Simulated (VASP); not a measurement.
# Be (Fmmm) in VASP: a series of runs

Be is run at these levels: PBEsol; tasks: single point.

All numbers are computed with VASP 6.6.1; they aren't measurements. Logs are shortened: lines on timing, memory, paths and dates and some standing lists are left out, and cuts for length are marked.

### Step 1. The cell of the first run

The structure is orthorhombic, space group Fmmm (No. 69). The conventional cell has a = 2.506 Å, b = 3.536 Å, c = 3.553 Å, α = 90.00°, β = 90.00°, γ = 90.00°. Be (site symmetry mmm) has 14 Be at 2.17 to 2.51 Å within 2.9 Å.

### Step 2. Single point, PBEsol (strain +0.0050 x Voigt [0, 0, 0, 0, 0, 1])

INCAR

```
PREC     = Accurate       # precision mode
ENCUT    = 520            # plane-wave cutoff, eV
EDIFF    = 1E-6           # SCF threshold, eV
ISMEAR   = 0              # smearing method
SIGMA    = 0.15           # smearing width, eV
LREAL    = False          # projectors in reciprocal space
LASPH    = True           # aspherical terms in the spheres
NELM     = 60             # most SCF steps
ALGO     = Normal         # electronic algorithm
ISIF     = 2              # what is computed and relaxed
LWAVE    = False          # write WAVECAR
LCHARG   = True           # write CHGCAR
GGA      = PS             # functional
LELF     = True           # ELF
LVHAR    = True         
NBANDS   = 7              # bands
```

KPOINTS

```
regular mesh
0
Gamma
  26 26 26
```

POSCAR

```
Be
1.0
   -1.2499881489      1.2499881489      1.2531209513
    1.2499881489     -1.2499881489      1.2531209513
    1.2562537537      1.2562537537     -1.2531209513
Be
1
Direct
    0.0000000000      0.0000000000      0.0000000000
```

Potentials or basis: VASP PAW PBE potentials, release 64 (Be).

Started as:

```bash
$ cat potpaw_PBE.64/Be/POTCAR > POTCAR
$ mpirun -np 1 vasp_std > vasp.out
```

OUTCAR:

```text
PREC = Accurate
   ENCUT = 520
   EDIFF = 1E-6
   ISMEAR = 0
   LREAL = False
   LASPH = True
   NELM = 60
   ISIF = 2
   GGA = PS

 ion  position               nearest neighbor table
   1  0.000  0.000  0.000-

  LATTYP: Found a face centered orthorhombic cell.
 ALAT       =     2.5062419026
 B/A-ratio  =     1.4106780284
 C/A-ratio  =     1.4177490963

  Lattice vectors:

 A1 = (   2.5062419026,   0.0062656048,   0.0000000000)
 A2 = (   1.2562537537,   1.2562537537,   1.2531209513)
 A3 = (   1.2499881489,  -1.2499881489,   1.2531209513)

Analysis of symmetry for initial positions (statically):
=====================================================================
 Subroutine PRICEL returns:
 Original cell was already a primitive cell.

 Routine SETGRP: Setting up the symmetry group for a
 face centered orthorhombic supercell.

 Subroutine GETGRP returns: Found  8 space group operations
 (whereof  8 operations were pure point group operations)
 out of a pool of  8 trial point group operations.

The static configuration has the point symmetry D_2h.

Analysis of symmetry for dynamics (positions and initial velocities):
=====================================================================
 Subroutine PRICEL returns:
 Original cell was already a primitive cell.

 Routine SETGRP: Setting up the symmetry group for a
 face centered orthorhombic supercell.

 Subroutine GETGRP returns: Found  8 space group operations
 (whereof  8 operations were pure point group operations)
 out of a pool of  8 trial point group operations.

The dynamic configuration has the point symmetry D_2h.

 Subroutine INISYM returns: Found  8 space group operations
 (whereof  8 operations are pure point group operations),
 and found     1 'primitive' translations

----------------------------------------------------------------------------------------

                                     Primitive cell

  volume of cell :       7.8711

  direct lattice vectors                    reciprocal lattice vectors
    -1.249988149  1.249988149  1.253120951    -0.000997516  0.399006277  0.399003783
     1.249988149 -1.249988149  1.253120951     0.399006277 -0.000997516  0.399003783
     1.256253754  1.256253754 -1.253120951     0.398008761  0.398008761  0.000000000

  length of vectors
     2.166853217  2.166853217  2.174088109     0.564279206  0.564279206  0.562869388

  position of ions in fractional coordinates (direct lattice)
     0.000000000  0.000000000  0.000000000

  ion indices of the primitive-cell ions
   primitive index   ion index
                 1           1

----------------------------------------------------------------------------------------

 KPOINTS: regular mesh

Automatic generation of k-mesh.
 Grid dimensions read from file:
 generate k-points for:   26   26   26

 Generating k-lattice:

  Cartesian coordinates                     Fractional coordinates (reciprocal lattice)
    -0.000038366  0.015346395  0.015346299     0.038461538  0.000000000  0.000000000
     0.015346395 -0.000038366  0.015346299     0.000000000  0.038461538  0.000000000
     0.015308029  0.015308029  0.000000000     0.000000000  0.000000000  0.038461538

  Length of vectors
     0.021703046  0.021703046  0.021648823

  Shift w.r.t. Gamma in fractional coordinates (k-lattice)
     0.000000000  0.000000000  0.000000000

 Subroutine IBZKPT returns following result:
 ===========================================

 Found   2471 irreducible k-points:

 Following reciprocal coordinates:
            Coordinates               Weight
  0.000000  0.000000  0.000000      1.000000
  0.038462 -0.000000  0.000000      8.000000
  0.076923 -0.000000  0.000000      8.000000
  0.115385  0.000000  0.000000      8.000000
  0.153846  0.000000  0.000000      8.000000
  0.192308  0.000000  0.000000      8.000000
[... 16 lines left out ...]
  0.346154  0.038462  0.000000      8.000000
  0.384615  0.038462  0.000000      8.000000
 [... further k-points ...]
   k-points           NKPTS =   2471   k-points in BZ     NKDIM =   2471   number of bands    NBANDS=      7
   number of dos      NEDOS =    301   number of ions     NIONS =      1
   total plane-waves  NPLWV =   4096
   dimension x,y,z NGX =    16 NGY =   16 NGZ =   16
   dimension x,y,z NGXF=    32 NGYF=   32 NGZF=   32
   ions per type =               1
   NGX,Y,Z   is equivalent  to a cutoff of  12.28, 12.28, 12.23 a.u.
   NGXF,Y,Z  is equivalent  to a cutoff of  24.55, 24.55, 24.47 a.u.
 SYSTEM =  unknown system
   PREC   = accura    normal or accurate (medium, high low for compatibility)
   ISTART =      0    job   : 0-new  1-cont  2-samecut
   ICHARG =      2    charge: 1-file 2-atom 10-const
   ISPIN  =      1    spin polarized calculation?
   LNONCOLLINEAR =      F non collinear calculations
   LSORBIT =      F    spin-orbit coupling
   LASPH  =      T    aspherical Exc in radial PAW
   ENCUT  =  520.0 eV  38.22 Ry    6.18 a.u.   4.03  4.03  4.04*2*pi/ulx,y,z
   NELM   =     60;   NELMIN=  2; NELMDL= -5     # of ELM steps
   EDIFF  = 0.1E-05   stopping-criterion for ELM
   LREAL  =      F    real-space projection
   EDIFFG = 0.1E-04   stopping-criterion for IOM
   NSW    =      0    number of steps for IOM
   IBRION =     -1    ionic relax: 0-MD 1-quasi-New 2-CG
   NFREE  =      0    steps in history (QN), initial steepest desc. (CG)
   ISIF   =      2    stress and relaxation
   ISYM   =      2    0-nonsym 1-usesym 2-fastsym
   POTIM  = 0.5000    time-step for ionic-motion
   TEBEG  =    0.0;   TEEND  =   0.0 temperature during run
   PSTRESS=    0.0 pullay stress
   NELECT =       2.0000    total number of electrons
   NUPDOWN=      -1.0000    fix difference up-down
   EMIN   =  10.00;   EMAX   =-10.00  energy-range for DOS
   EFERMI =   0.00;   METHOD = LEGACY
   ISMEAR =     0;   SIGMA  =   0.15  broadening in eV -4-tet -1-fermi 0-gaus
   EFERMI_NEDOS =   21; number of points for ismear=-14 and -15
   IALGO  =     38    algorithm
   IMIX   =      4    mixing-type and parameters
     AMIX     =   0.40;   BMIX     =  1.00
     AMIX_MAG =   1.60;   BMIX_MAG =  1.00
  volume/ion in A,a.u.               =       7.87        53.12
  Fermi-wavevector in a.u.,A,eV,Ry     =   1.036906  1.959468 14.628633  1.075174
  Thomas-Fermi vector in A             =   2.171319
   LORBIT       =      0    0 simple, 1 ext, 2 COOP (PROOUT), +10 PAW based schemes
   GGA     = PS    functional components
   LHFCALC =     F    Hartree Fock is set to
   AEXX    =    0.0000 exact exchange contribution
   IVDW    =     0    specifies the selected vdW correction
   LEPSILON=     F    determine dielectric tensor
   LRPA    =     F    only Hartree local field effects (RPA)
 non-spin polarized calculation
 Gauss-broadening in eV      SIGMA  =   0.15
  energy-cutoff  :      520.00
  volume of cell :        7.87
 maximum number of plane-waves:       236
   NGX =  7   NGY =  7   NGZ =  7

 number of electron       2.0000000 magnetization

 Free energy of the ion-electron system (eV)
  ---------------------------------------------------
  ext. energy  EPLUGINS =         0.00000000
  ---------------------------------------------------
  free energy    TOTEN  =        -3.90135718 eV

  energy without entropy =       -3.90058176  energy(sigma->0) =       -3.90096947

 E-fermi :   7.9040     XC(G=0): -10.6281

 val. band max:        7.9038093791   @ k =   0.2692   0.1538   0.2692
 cond. band min:       7.9061696445   @ k =   0.3846   0.2692   0.0000
 fundamental gap:      0.0023602654
 Fermi energy:         7.9039504528

 k-point     1 :       0.0000    0.0000    0.0000
  band No.  band energies     occupation
      1      -4.3161      2.00000
      2      27.1859      0.00000
      3      27.2595      0.00000
      4      27.3311      0.00000
      5      38.5862      0.00000
      6      38.6038      0.00000
      7      38.6497      0.00000

 k-point     2 :       0.0385   -0.0000    0.0000
  band No.  band energies     occupation
      1      -4.2643      2.00000
      2      26.9691      0.00000
      3      27.0595      0.00000
      4      27.2148      0.00000
      5      37.8646      0.00000
      6      37.9110      0.00000
      7      38.9641      0.00000

 k-point     3 :       0.0769   -0.0000    0.0000
  band No.  band energies     occupation
      1      -4.1089      2.00000
      2      26.2176      0.00000
      3      26.4612      0.00000
      4      27.0220      0.00000
      5      36.2268      0.00000
      6      36.5730      0.00000
      7      39.5804      0.00000

 k-point     4 :       0.1154    0.0000    0.0000
  band No.  band energies     occupation
      1      -3.8499      2.00000
      2      24.9111      0.00000
      3      25.6666      0.00000
      4      26.7270      0.00000
      5      34.8574      0.00000
      6      35.2153      0.00000
      7      39.0515      0.00000

 k-point     5 :       0.1538    0.0000    0.0000
  band No.  band energies     occupation
      1      -3.4872      2.00000
      2      23.1738      0.00000
      3      24.7890      0.00000
      4      26.3409      0.00000
      5      33.8609      0.00000
      6      34.0536      0.00000
      7      38.8039      0.00000
[... 161 lines left out ...]
 k-point    22 :       0.3077    0.0385    0.0000
  band No.  band energies     occupation
      1      -0.5712      2.00000
      2      14.0423      0.00000
      3      21.2236      0.00000
      4      23.8454      0.00000
      5      30.2704      0.00000
      6      33.5010      0.00000
      7      40.7305      0.00000

 k-point    23 :       0.3462    0.0385    0.0000
  band No.  band energies     occupation
      1       0.3065      2.00000
      2      12.2165      0.00000
      3      20.7426      0.00000
      4      23.4681      0.00000
      5      29.7483      0.00000
      6      33.7104      0.00000
      7      41.6124      0.00000

 k-point    24 :       0.3846    0.0385    0.0000
  band No.  band energies     occupation
      1       1.2171      2.00000
      2      10.5840      0.00000
      3      20.3778      0.00000
      4      23.1759      0.00000
      5      29.3525      0.00000
      6      33.9291      0.00000
      7      42.5590      0.00000

 [... further k-points ...]
[... 5 lines left out ...]
  --------------------------------------------------------------------------------------
  -------------------------------------------------------------------------------------
  Total       -0.0791843     -0.0791843     -0.0792944     -0.0528411      0.0000000      0.0000000
  in kB      -16.1180757    -16.1180757    -16.1404901    -10.7558764      0.0000000      0.0000000
  external PRESSURE =     -16.1255471 kB  Pullay stress =       0.0000000 kB

 VOLUME and BASIS-vectors are now :
 -----------------------------------------------------------------------------
  energy-cutoff  :      520.00
  volume of cell :        7.87
      direct lattice vectors                 reciprocal lattice vectors
    -1.249988149  1.249988149  1.253120951    -0.000997516  0.399006277  0.399003783
     1.249988149 -1.249988149  1.253120951     0.399006277 -0.000997516  0.399003783
     1.256253754  1.256253754 -1.253120951     0.398008761  0.398008761  0.000000000

 POSITION                                       TOTAL-FORCE (eV/Angst)
 -----------------------------------------------------------------------------------
      0.00000      0.00000      0.00000        -0.000000     -0.000000      0.000000
 -----------------------------------------------------------------------------------
    total drift:                                0.000000     -0.000000     -0.000000

  FREE ENERGIE OF THE ION-ELECTRON SYSTEM (eV)
  ---------------------------------------------------
  free  energy   TOTEN  =        -3.9013571758 eV

  energy  without entropy=       -3.9005817564  energy(sigma->0) =       -3.90096947
```

Run time: 27 s. Hardware: 1 thread of Intel Xeon Platinum 8488C (Sapphire Rapids), shared host; peak memory 0.22 GiB.

What came out:

```yaml
Free_energy: -3.9014 eV
Pressure: -1.6 GPa
Band_gap_on_the_k_mesh: zero (band 1 reaches 11.82 eV, above the bottom of band 2 at 6.57 eV)
```

Stress tensor (GPa, compression positive):
```
-1.61 -1.08  0.00
-1.08 -1.61  0.00
 0.00  0.00 -1.61
```

Caveat: the cell differs from its parent crystal (strain +0.0050 x Voigt [0, 0, 0, 0, 0, 1]); the PAW data sets were made with another functional, which shifts forces and pressure a little.

### Step 3. Single point, PBEsol (strain +0.0175 x Voigt [0, 0, 0, 0, 0, 1])

INCAR

```
PREC = Accurate
ENCUT = 520
EDIFF = 1E-6
ISMEAR = 0
SIGMA = 0.15
LREAL = False
LASPH = True
NELM = 80
ALGO = Normal
ISIF = 2
LWAVE = False
LCHARG = True
GGA = PS
LELF = True
LVHAR = True
NBANDS = 7
```

KPOINTS

```
Automatic mesh
0
Gamma
  26 26 26
```

POSCAR

```
Be
1.0
   -1.2421561430      1.2421561430      1.2531209513
    1.2421561430     -1.2421561430      1.2531209513
    1.2640857596      1.2640857596     -1.2531209513
Be
1
Direct
    0.0000000000      0.0000000000      0.0000000000
```

Potentials or basis: VASP PAW PBE potentials, release 64 (Be).

Started as:

```bash
$ cat potpaw_PBE.64/Be/POTCAR > POTCAR
$ mpirun -np 1 vasp_std > vasp.out
```

OUTCAR:

```text
PREC = Accurate
   ENCUT = 520
   EDIFF = 1E-6
   ISMEAR = 0
   LREAL = False
   LASPH = True
   NELM = 80
   ISIF = 2
   GGA = PS

 ion  position               nearest neighbor table
   1  0.000  0.000  0.000-

  LATTYP: Found a face centered orthorhombic cell.
 ALAT       =     2.5062419026
 B/A-ratio  =     1.4018391937
 C/A-ratio  =     1.4265879310

  Lattice vectors:

 A1 = (   2.5062419026,   0.0219296166,   0.0000000000)
 A2 = (   1.2640857596,   1.2640857596,   1.2531209513)
 A3 = (   1.2421561430,  -1.2421561430,   1.2531209513)

Analysis of symmetry for initial positions (statically):
=====================================================================
 Subroutine PRICEL returns:
 Original cell was already a primitive cell.

 Routine SETGRP: Setting up the symmetry group for a
 face centered orthorhombic supercell.

 Subroutine GETGRP returns: Found  8 space group operations
 (whereof  8 operations were pure point group operations)
 out of a pool of  8 trial point group operations.

The static configuration has the point symmetry D_2h.
[... 158 lines left out ...]

 E-fermi :   7.9035     XC(G=0): -10.6283

 val. band max:        7.8818481758   @ k =   0.2692   0.1538   0.2692
 cond. band min:       7.9041025199   @ k =   0.3077   0.3077   0.0000
 fundamental gap:      0.0222543441
 Fermi energy:         7.9035004215

 k-point     1 :       0.0000    0.0000    0.0000
  band No.  band energies     occupation
      1      -4.3158      2.00000
      2      26.9973      0.00000
      3      27.2635      0.00000
      4      27.5055      0.00000
      5      38.4583      0.00000
      6      38.5113      0.00000
      7      38.7337      0.00000
[... 221 lines left out ...]
 k-point    24 :       0.3846    0.0385    0.0000
  band No.  band energies     occupation
      1       1.2132      2.00000
      2      10.5927      0.00000
      3      20.3806      0.00000
      4      23.1360      0.00000
      5      29.3591      0.00000
      6      33.9827      0.00000
      7      42.5685      0.00000

 [... further k-points ...]

------------------------ aborting loop because EDIFF is reached ----------------------------------------

  FORCE on cell =-STRESS in cart. coord.  units (eV):
  Direction    XX          YY          ZZ          XY          YZ          ZX
  --------------------------------------------------------------------------------------
  -------------------------------------------------------------------------------------
  Total       -0.0760591     -0.0760591     -0.0782270     -0.1836569      0.0000000      0.0000000
  in kB      -15.4830330    -15.4830330    -15.9243503    -37.3862685      0.0000000      0.0000000
  external PRESSURE =     -15.6301388 kB  Pullay stress =       0.0000000 kB

 VOLUME and BASIS-vectors are now :
 -----------------------------------------------------------------------------
  energy-cutoff  :      520.00
  volume of cell :        7.87
      direct lattice vectors                 reciprocal lattice vectors
    -1.242156143  1.242156143  1.253120951    -0.003491550  0.399034334  0.399003783
     1.242156143 -1.242156143  1.253120951     0.399034334 -0.003491550  0.399003783
     1.264085760  1.264085760 -1.253120951     0.395542784  0.395542784  0.000000000

 POSITION                                       TOTAL-FORCE (eV/Angst)
 -----------------------------------------------------------------------------------
      0.00000      0.00000      0.00000         0.000000      0.000000      0.000000
 -----------------------------------------------------------------------------------
    total drift:                               -0.000000      0.000000     -0.000000

  FREE ENERGIE OF THE ION-ELECTRON SYSTEM (eV)
  ---------------------------------------------------
  free  energy   TOTEN  =        -3.8998808880 eV

  energy  without entropy=       -3.8990713033  energy(sigma->0) =       -3.89947610
```

Wall time 28 s (1 thread of Intel Xeon Platinum 8488C (Sapphire Rapids), shared host); peak memory 0.22 GiB.

What came out:

- Free energy: -3.8999 eV
- Pressure: -1.6 GPa
- Band gap on the k mesh: zero (band 1 reaches 11.74 eV, above the bottom of band 2 at 6.54 eV)

Stress tensor (GPa, compression positive):
```
-1.55 -3.74  0.00
-3.74 -1.55  0.00
 0.00  0.00 -1.59
```

Caveat: the cell differs from its parent crystal (strain +0.0175 x Voigt [0, 0, 0, 0, 0, 1]); the PAW data sets were made with another functional, which shifts forces and pressure a little.

[end of part 1 of 2]
